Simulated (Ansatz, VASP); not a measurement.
## Two plane-wave programs on SiC

```
Si C
1.0
     3.07600    0.00000    0.00000
    -1.53800    2.66389    0.00000
     0.00000    0.00000    5.04800
Si C
2 2
Direct
  0.66667 0.33333 0.50000
  0.33333 0.66667 0.00000
  0.66667 0.33333 0.88500
  0.33333 0.66667 0.38500
```

Alike in both runs: functional r2SCANh; k mesh 5 × 5 × 3; occupations fermi-dirac, width 0.05 eV; no spin polarisation.

```csv
,VASP,Ansatz
version,VASP 6.6.1,Ansatz 0.2.0
potentials or method,"VASP PAW PBE potentials, release 64 (Si, C)",Ansatz PAW
plane-wave cutoff (eV),520,500
valence electrons in the cell,16,16
task,single point,band structure
```

```tsv
	VASP	Ansatz	Ansatz less VASP
gap on the k mesh at the Fermi level (eV)	3.86	3.84	-0.019
pressure (GPa)	-1.4	-1.1	+0.31
traceless stress, the component that is largest in VASP (GPa)	-2.88	-2.95	-0.068
rms of the force components (eV/Å)	0.440	0.441	+0.0006
```

VASP's potentials were made for PBE, not for r2SCANh. Atom by atom the forces differ by 0.001 eV/Å (rms over components).

The k mesh is coarse, so the values compare programs but aren't converged.
